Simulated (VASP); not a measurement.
# Sn8O16F (a cell with a defect) in VASP: notebook

Aim: see how the results for Sn8O16F (a cell with a defect) move with the level of theory and the settings. Levels: LDA, PBE. Tasks: single point.

All numbers are computed with VASP 6.6.1; they aren't measurements. Logs are shortened: lines on timing, memory, paths and dates and some standing lists are left out, and cuts for length are marked.

**1. The cell of the first run**

The cell holds a defect, 25 atoms: a = 6.827 Å, b = 6.827 Å, c = 6.476 Å, α = 90.00°, β = 90.00°, γ = 90.00°.

**2. Single point, LDA, collinear spin**

File INCAR:

```
SYSTEM = Sn8O16F
PREC = Accurate
ENCUT = 520
EDIFF = 1E-6
ISMEAR = -1
SIGMA = 0.01
LREAL = Auto
LASPH = .TRUE.
NELM = 150
ALGO = Normal
ISIF = 2
LWAVE = .FALSE.
LCHARG = .TRUE.
ISPIN = 2
MAGMOM = 0 0 0 0 0 0 0 0 0.01 0 0 0.01 0.35 0 0.35 0 0.01 0 0 0.01 0 0 0 0 0.37
LORBIT = 11
NUPDOWN = 1.0
LELF = .TRUE.
LVHAR = .TRUE.
NBANDS = 130
```

File KPOINTS:

```
Automatic mesh
0
Gamma
  1 1 1
  0.25 0.25 0.25
```

File POSCAR:

```
Sn8O16F
1.0
    4.8274600300      4.8274600300      0.0000000000
   -4.8274600300      4.8274600300      0.0000000000
    0.0000000000      0.0000000000      6.4759066800
Sn O F
8 16 1
Direct
   -0.0025030800      0.5066669600      0.2476527400
    0.5018273500     -0.0066290000      0.2482956500
   -0.0040425900      0.0090893300     -0.0039739500
    0.5033176100      0.4906697000     -0.0042638000
   -0.0026244300      0.5064028700      0.7435084400
    0.5019808600     -0.0068819800      0.7441412800
   -0.0041506800      0.0039652700      0.4959615300
    0.5034961800      0.4957944500      0.4957747400
   -0.0040023900      0.8136495600      0.2467489700
    0.5218577000      0.3012143900      0.2510375500
   -0.0216682600      0.1986084200      0.2509124700
    0.5038381200      0.6863900200      0.2464642700
    0.3064863300     -0.0539612700     -0.0031785500
    0.8099727900      0.5035707700     -0.0042285700
    0.1927959000      0.5538526800     -0.0050134600
    0.6893423700     -0.0037829600     -0.0039279000
   -0.0044473900      0.8134452400      0.7452978700
    0.5211237300      0.3011419800      0.7408146700
   -0.0224809800      0.1985885300      0.7407615800
    0.5032503800      0.6861089500      0.7450300000
    0.3041592400      0.0040685800      0.4963550100
    0.8088224400      0.5144962200      0.4956778100
    0.1951977100      0.4957004600      0.4954332500
    0.6905229700     -0.0147138900      0.4961533900
    0.2497786100      0.2499193300     -0.0042012600
```

Potentials or basis: VASP PAW LDA potentials, release 64 (Sn_d, O, F).

The run is started by

```bash
cat potpaw_LDA.64/Sn_d/POTCAR potpaw_LDA.64/O/POTCAR potpaw_LDA.64/F/POTCAR > POTCAR
mpirun -np 1 vasp_std > vasp.out
```

OUTCAR:

```text
SYSTEM = Sn8O16F
   PREC = Accurate
   ENCUT = 520
   EDIFF = 1E-6
   ISMEAR = -1
   LREAL = Auto
   LASPH = .TRUE.
   NELM = 150
   ISIF = 2
   ISPIN = 2
   LORBIT = 11
   NUPDOWN = 1.0

 ion  position               nearest neighbor table
   1  0.997  0.507  0.248-  22 2.06  14 2.07   9 2.10  23 2.10  11 2.11  15 2.14   5 3.21   5 3.26
                             8 3.74   4 3.75   7 3.76
   2  0.502  0.993  0.248-  24 2.06  16 2.08  12 2.10  21 2.10  10 2.11  13 2.13   6 3.21   6 3.26
                             7 3.74   3 3.75   8 3.76
   3  0.996  0.009  0.996-  16 2.10  11 2.10   9 2.10  17 2.10  19 2.10  13 2.16  25 2.39   7 3.24
                             7 3.24   6 3.75   2 3.75
   4  0.503  0.491  0.996-  14 2.10  18 2.10  20 2.10  12 2.10  10 2.10  15 2.16  25 2.39   8 3.24
                             8 3.24   1 3.75   5 3.75
   5  0.997  0.506  0.744-  22 2.06  14 2.08  17 2.10  23 2.10  19 2.11  15 2.13   1 3.21   1 3.26
                             8 3.73   4 3.75   7 3.76
   6  0.502  0.993  0.744-  24 2.06  16 2.07  20 2.10  21 2.10  18 2.11  13 2.14   2 3.21   2 3.26
                             7 3.74   3 3.75   8 3.76
   7  0.996  0.004  0.496-   9 2.07  19 2.07  11 2.07  17 2.07  24 2.09  21 2.10   3 3.24   3 3.24
                             2 3.74   6 3.74   5 3.76   1 3.76
   8  0.503  0.496  0.496-  10 2.07  20 2.07  18 2.07  12 2.07  22 2.09  23 2.10   4 3.24   4 3.24
                             5 3.73   1 3.74   2 3.76   6 3.76
   9  0.996  0.814  0.247-   7 2.07   1 2.10   3 2.10
  10  0.522  0.301  0.251-   8 2.07   4 2.10   2 2.11
  11  0.978  0.199  0.251-   7 2.07   3 2.10   1 2.11
  12  0.504  0.686  0.246-   8 2.07   2 2.10   4 2.10
  13  0.306  0.946  0.997-   2 2.13   6 2.14   3 2.16
  14  0.810  0.504  0.996-   1 2.07   5 2.08   4 2.10
[... 8 lines left out ...]
  23  0.195  0.496  0.495-   1 2.10   5 2.10   8 2.10
  24  0.691  0.985  0.496-   6 2.06   2 2.06   7 2.09
  25  0.250  0.250  0.996-   4 2.39   3 2.39

  LATTYP: Found a simple tetragonal cell.
 ALAT       =     6.8270594462
 C/A-ratio  =     0.9485645659

  Lattice vectors:

 A1 = (   4.8274600300,   4.8274600300,   0.0000000000)
 A2 = (  -4.8274600300,   4.8274600300,   0.0000000000)
 A3 = (   0.0000000000,   0.0000000000,   6.4759066800)

Analysis of symmetry for initial positions (statically):
=====================================================================
 Subroutine PRICEL returns:
 Original cell was already a primitive cell.

 Routine SETGRP: Setting up the symmetry group for a
 simple tetragonal supercell.

 Subroutine GETGRP returns: Found  1 space group operations
 (whereof  1 operations were pure point group operations)
 out of a pool of 16 trial point group operations.

The static configuration has the point symmetry C_1 .

Analysis of symmetry for dynamics (positions and initial velocities):
=====================================================================
 Subroutine PRICEL returns:
 Original cell was already a primitive cell.

 Routine SETGRP: Setting up the symmetry group for a
 simple tetragonal supercell.

 Subroutine GETGRP returns: Found  1 space group operations
 (whereof  1 operations were pure point group operations)
 out of a pool of 16 trial point group operations.

The dynamic configuration has the point symmetry C_1 .

Analysis of structural, dynamic, and magnetic symmetry:
=====================================================================
 Subroutine PRICEL returns:
 Original cell was already a primitive cell.

 Routine SETGRP: Setting up the symmetry group for a
 simple tetragonal supercell.

 Subroutine GETGRP returns: Found  1 space group operations
 (whereof  1 operations were pure point group operations)
 out of a pool of 16 trial point group operations.

The overall configuration has the point symmetry C_1 .

 Subroutine INISYM returns: Found  1 space group operations
 (whereof  1 operations are pure point group operations),
 and found     1 'primitive' translations

----------------------------------------------------------------------------------------

                                     Primitive cell

  volume of cell :     301.8339

  direct lattice vectors                    reciprocal lattice vectors
     4.827460030  4.827460030  0.000000000     0.103574136  0.103574136  0.000000000
    -4.827460030  4.827460030  0.000000000    -0.103574136  0.103574136  0.000000000
[... 99 lines left out ...]
   NGXF,Y,Z  is equivalent  to a cutoff of  26.30, 26.30, 24.64 a.u.
 SYSTEM =  Sn8O16F
   PREC   = accura    normal or accurate (medium, high low for compatibility)
   ISTART =      0    job   : 0-new  1-cont  2-samecut
   ICHARG =      2    charge: 1-file 2-atom 10-const
   ISPIN  =      2    spin polarized calculation?
   LNONCOLLINEAR =      F non collinear calculations
   LSORBIT =      F    spin-orbit coupling
   LASPH  =      T    aspherical Exc in radial PAW
   ENCUT  =  520.0 eV  38.22 Ry    6.18 a.u.  12.69 12.69 12.04*2*pi/ulx,y,z
   NELM   =    150;   NELMIN=  2; NELMDL= -5     # of ELM steps
   EDIFF  = 0.1E-05   stopping-criterion for ELM
   LREAL  =      T    real-space projection
   EDIFFG = 0.1E-04   stopping-criterion for IOM
   NSW    =      0    number of steps for IOM
   IBRION =     -1    ionic relax: 0-MD 1-quasi-New 2-CG
   NFREE  =      0    steps in history (QN), initial steepest desc. (CG)
   ISIF   =      2    stress and relaxation
   ISYM   =      2    0-nonsym 1-usesym 2-fastsym
   POTIM  = 0.5000    time-step for ionic-motion
   TEBEG  =    0.0;   TEEND  =   0.0 temperature during run
   PSTRESS=    0.0 pullay stress
   NELECT =     215.0000    total number of electrons
   NUPDOWN=       1.0000    fix difference up-down
   EMIN   =  10.00;   EMAX   =-10.00  energy-range for DOS
   EFERMI =   0.00;   METHOD = LEGACY
   ISMEAR =    -1;   SIGMA  =   0.01  broadening in eV -4-tet -1-fermi 0-gaus
   EFERMI_NEDOS =   21; number of points for ismear=-14 and -15
   IALGO  =     38    algorithm
   IMIX   =      4    mixing-type and parameters
     AMIX     =   0.40;   BMIX     =  1.00
     AMIX_MAG =   1.60;   BMIX_MAG =  1.00
  volume/ion in A,a.u.               =      12.07        81.48
  Fermi-wavevector in a.u.,A,eV,Ry     =   1.462059  2.762892 29.084052  2.137618
  Thomas-Fermi vector in A             =   2.578317
   LORBIT       =     11    0 simple, 1 ext, 2 COOP (PROOUT), +10 PAW based schemes
   GGA     = CA    functional components
   LHFCALC =     F    Hartree Fock is set to
   AEXX    =    0.0000 exact exchange contribution
   IVDW    =     0    specifies the selected vdW correction
   LEPSILON=     F    determine dielectric tensor
   LRPA    =     F    only Hartree local field effects (RPA)
 spin polarized calculation
  energy-cutoff  :      520.00
  volume of cell :      301.83
 maximum number of plane-waves:      8114
 NGX is ok and might be reduce to    50
   NGX = 25   NGY = 25   NGZ = 25

 number of electron     214.9999980 magnetization       1.0000075

 Free energy of the ion-electron system (eV)
  ---------------------------------------------------
  ext. energy  EPLUGINS =         0.00000000
  ---------------------------------------------------
  free energy    TOTEN  =      -170.05505576 eV

  energy without entropy =     -170.05505576  energy(sigma->0) =     -170.05505576

 E-fermi :   5.5238     XC(G=0): -11.7063

 val. band max:        5.2599881524   @ k =   0.2500  -0.2500   0.2500
 cond. band min:       6.0646539233   @ k =  -0.2500  -0.2500   0.2500
 fundamental gap:      0.8046657709
 Fermi energy:         5.5311240225

 spin component 1

 k-point     1 :       0.2500    0.2500    0.2500
  band No.  band energies     occupation
      1     -16.4858      1.00000
      2     -15.3647      1.00000
      3     -15.3528      1.00000
      4     -15.3304      1.00000
      5     -15.2780      1.00000
      6     -15.2735      1.00000
[... 477 lines left out ...]
    118      12.5066      0.00000
    119      12.6623      0.00000
 Fermi energy:         5.5237845596

 spin component 2

 k-point     1 :       0.2500    0.2500    0.2500
  band No.  band energies     occupation
      1     -15.9949      1.00000
      2     -15.3555      1.00000
      3     -15.3445      1.00000
      4     -15.3020      1.00000
      5     -15.2767      1.00000
      6     -15.2718      1.00000
[... 477 lines left out ...]
    118      12.5276      0.00000
    119      12.6772      0.00000
 [bands above 119 left out]

------------------------ aborting loop because EDIFF is reached ----------------------------------------

  FORCE on cell =-STRESS in cart. coord.  units (eV):
  Direction    XX          YY          ZZ          XY          YZ          ZX
  --------------------------------------------------------------------------------------
  -------------------------------------------------------------------------------------
  Total      -13.4651129    -15.0545454    -15.2898345      2.9160850      0.0350591      0.0103211
  in kB      -71.4747475    -79.9116832    -81.1606311     15.4789969      0.1860986      0.0547858
  external PRESSURE =     -77.5156873 kB  Pullay stress =       0.0000000 kB

 VOLUME and BASIS-vectors are now :
 -----------------------------------------------------------------------------
  energy-cutoff  :      520.00
  volume of cell :      301.83
      direct lattice vectors                 reciprocal lattice vectors
     4.827460030  4.827460030  0.000000000     0.103574136  0.103574136  0.000000000
    -4.827460030  4.827460030  0.000000000    -0.103574136  0.103574136  0.000000000
     0.000000000  0.000000000  6.475906680     0.000000000  0.000000000  0.154418532

 POSITION                                       TOTAL-FORCE (eV/Angst)
 -----------------------------------------------------------------------------------
      2.36946      7.26129      1.60378        -0.034823     -0.009960      0.007947
     -2.37291      7.21801      1.60794         0.046428      0.012709      0.014203
      4.76407      4.85182      6.45017         0.007593      0.041925     -0.012315
      0.06106      4.79843      6.44829        -0.005270     -0.040645      0.011187
      2.37015      7.25943      4.81489        -0.040463     -0.004109     -0.009450
     -2.37095      7.21753      4.81899         0.026117      0.000568     -0.004488
[... 17 lines left out ...]
     -1.42296      8.08990      3.21304        -0.095274     -0.033764     -0.009138
     -0.00068      2.41227      6.44870        -0.002566     -0.000396      0.002824
 -----------------------------------------------------------------------------------
    total drift:                                0.004292      0.005626     -0.023889

  FREE ENERGIE OF THE ION-ELECTRON SYSTEM (eV)
  ---------------------------------------------------
  free  energy   TOTEN  =      -170.0550557569 eV

  energy  without entropy=     -170.0550557569  energy(sigma->0) =     -170.05505576

 total charge

# of ion       s       p       d       tot
------------------------------------------
    1        0.899   1.046  10.324  12.269
    2        0.899   1.047  10.325  12.271
    3        0.891   1.016  10.312  12.218
    4        0.891   1.015  10.312  12.218
    5        0.899   1.047  10.325  12.271
    6        0.899   1.046  10.324  12.269
[... 17 lines left out ...]
   24        1.550   3.473   0.000   5.024
   25        1.754   4.251   0.000   6.005
--------------------------------------------------
tot         33.780  67.710  82.611 184.101

 magnetization (x)

# of ion       s       p       d       tot
------------------------------------------
    1       -0.001  -0.003  -0.000  -0.004
    2       -0.001  -0.003  -0.000  -0.004
    3       -0.002  -0.003  -0.001  -0.006
    4       -0.002  -0.003  -0.001  -0.006
    5       -0.001  -0.003  -0.000  -0.004
    6       -0.001  -0.003  -0.000  -0.004
[... 17 lines left out ...]
   24        0.000   0.002   0.000   0.002
   25        0.001   0.317   0.000   0.319
--------------------------------------------------
tot         -0.001   0.888  -0.002   0.885
```

It took 5.2 min on 1 thread of Intel Xeon Platinum 8559C (Emerald Rapids), shared host; peak memory 0.42 GiB.

Results:

| Quantity | Value |
| --- | --- |
| Free energy | -170.0551 eV |
| Pressure | -7.8 GPa |
| Largest force | 0.223 eV/Å |
| Net moment | 1.00 μB per cell |
| Site moments | Sn -0.00, -0.01, +0.00 (each value once); O +0.01, -0.00, +0.29, +0.00 (each value once); F +0.32 μB |
| Valence electrons inside the program's atomic spheres | Sn 12.27, 12.22, 12.31 (each value once); O 5.01, 5.00, 4.93, 4.99, 5.02 (each value once); F 6.00 |

Forces in eV/Å, atoms in the order of the input:
```
Sn  -0.035 -0.010  0.008
Sn   0.046  0.013  0.014
Sn   0.008  0.042 -0.012
Sn  -0.005 -0.041  0.011
Sn  -0.040 -0.004 -0.009
Sn   0.026  0.001 -0.004
Sn  -0.024 -0.034  0.008
Sn   0.022  0.036 -0.002
O   -0.061  0.050 -0.022
O   -0.123 -0.012 -0.042
O    0.105 -0.003 -0.023
O    0.073 -0.086 -0.011
O   -0.101  0.194 -0.046
O    0.088  0.044 -0.005
O    0.103 -0.194  0.037
O   -0.088 -0.043  0.005
O   -0.069  0.080  0.010
O   -0.109  0.010  0.028
O    0.127  0.004  0.044
O    0.061 -0.047  0.022
O    0.096  0.036 -0.008
O    0.097  0.034 -0.003
O   -0.098 -0.037  0.007
O   -0.095 -0.034 -0.009
F   -0.003  0.000  0.003
```

Stress tensor (GPa, compression positive):
```
-7.15  1.55  0.01
 1.55 -7.99  0.02
 0.01  0.02 -8.12
```

Caveat: the k points lie up to 0.49 Å⁻¹ apart; spin-orbit coupling is left out, which moves the levels of the heavy elements; the total moment is fixed, so each spin has its own Fermi level and the state may be an excited one.

**3. Single point, PBE, collinear spin**

File INCAR:

```
SYSTEM = Sn8O16F
PREC     = Accurate       ! precision mode
ENCUT    = 520            ! plane-wave cutoff, eV
EDIFF    = 1E-6           ! SCF threshold, eV
ISMEAR   = -1             ! smearing method
SIGMA    = 0.01           ! smearing width, eV
LREAL    = Auto         
LASPH    = .True.         ! aspherical terms in the spheres
NELM     = 150            ! most SCF steps
ALGO     = Normal         ! electronic algorithm
ISIF     = 2              ! what is computed and relaxed
LWAVE    = .False.        ! write WAVECAR
LCHARG   = .True.         ! write CHGCAR
ISPIN    = 2              ! spin polarisation
MAGMOM   = 0 0 0 0 0 0 0 0 0 0.35 0.35 0 0 0.01 0 0.01 0 0 0 0 0 0.01 0 0.01 0.37 ! initial moments
LORBIT   = 11             ! projections on sites
NUPDOWN  = 1.0            ! fixed moment
GGA      = PE             ! functional
LELF     = .True.         ! ELF
LVHAR    = .True.       
NBANDS   = 130            ! bands
LUSENCCL = .False.
```

File KPOINTS:

```
Automatic mesh
0
Gamma
  2 2 2
  0.5 0.5 0.5
```

File POSCAR:

```
Sn8O16F
1.0
    4.8274600300      4.8274600300      0.0000000000
   -4.8274600300      4.8274600300      0.0000000000
    0.0000000000      0.0000000000      6.4759066800
Sn O F
8 16 1
Direct
    0.0099353800      0.5039580400      0.2443729600
    0.4894065300     -0.0042045400      0.2447331600
   -0.0070208000     -0.0020962700     -0.0075240000
    0.5061658800      0.5014766800     -0.0075162300
    0.0028451500      0.5041640400      0.7444846300
    0.4963768700     -0.0043723700      0.7446344300
   -0.0069067900     -0.0016987600      0.4966394900
    0.5062852800      0.5018422400      0.4966238000
    0.0004976000      0.8109815500      0.2447994300
    0.5544538500      0.3058513800      0.2447384800
   -0.0557155600      0.1938741000      0.2443648200
    0.4990177700      0.6888173000      0.2443226000
    0.3010989700     -0.0192957300     -0.0111966800
    0.8134170000      0.5084815200     -0.0051874500
    0.1981218200      0.5196584700     -0.0115753600
    0.6860560900     -0.0062560300     -0.0050688600
   -0.0124272900      0.8095281300      0.7444280700
    0.4999330700      0.3039576600      0.7447472300
   -0.0005537000      0.1958126500      0.7444064800
    0.5116151800      0.6902445400      0.7446877400
    0.3011560300     -0.0196962400      0.5006487000
    0.8132264200      0.5060030000      0.4941588800
    0.1981988400      0.5191346700      0.5003469500
    0.6858656200     -0.0086892400      0.4943410200
    0.2492007200      0.2499329100      0.2444598400
```

Potentials or basis: VASP PAW PBE potentials, release 64 (Sn_d, O, F).

The run is started by

```bash
cat potpaw_PBE.64/Sn_d/POTCAR potpaw_PBE.64/O/POTCAR potpaw_PBE.64/F/POTCAR > POTCAR
mpirun -np 1 vasp_std > vasp.out
```

Run time: 2.1 min. Hardware: 1 × NVIDIA H100 80GB with 1 thread of AMD EPYC 7R13 (Zen 3), shared host; peak memory 1.6 GiB.

The run converged. Its results:

| Quantity | Value |
| --- | --- |
| Free energy | -149.8125 eV |
| Pressure | 3.2 GPa |
| Largest force | 0.064 eV/Å |
| Net moment | 1.00 μB per cell |
| Site moments | Sn -0.01, -0.00, +0.00 (each value once); O +0.00, +0.29, -0.00, +0.01 (each value once); F +0.32 μB |
| Valence electrons inside the program's atomic spheres | Sn 12.18, 12.23, 12.28 (each value once); O 5.05, 4.97, 5.04, 5.06, 5.03 (each value once); F 6.04 |

Forces in eV/Å, atoms in the order of the input:
```
Sn  -0.012 -0.006  0.022
Sn   0.010  0.004 -0.009
Sn  -0.002 -0.012  0.014
Sn   0.013  0.028  0.018
Sn  -0.032 -0.008 -0.014
Sn   0.036  0.014  0.017
Sn  -0.015 -0.025 -0.028
Sn   0.007  0.010 -0.016
O    0.000 -0.015 -0.012
O    0.002 -0.013  0.000
O    0.001  0.016  0.003
O   -0.003  0.011  0.006
O   -0.018 -0.037 -0.003
O   -0.004 -0.063 -0.007
O    0.039  0.030  0.014
O    0.017 -0.002 -0.023
O    0.010 -0.031 -0.001
O    0.009 -0.039 -0.023
O   -0.011  0.040  0.020
O   -0.010  0.034  0.001
O   -0.036 -0.027 -0.013
O   -0.016  0.002  0.015
O    0.011  0.032  0.007
O    0.004  0.061  0.009
F    0.000 -0.002  0.002
```

Stress tensor (GPa, compression positive):
```
 2.60 -1.42 -0.02
-1.42  3.37  0.04
-0.02  0.04  3.77
```

Caveat: the k points lie up to 0.49 Å⁻¹ apart; spin-orbit coupling is left out, which moves the levels of the heavy elements; the total moment is fixed, so each spin has its own Fermi level and the state may be an excited one.

(Part 1 of 2 ends here.)
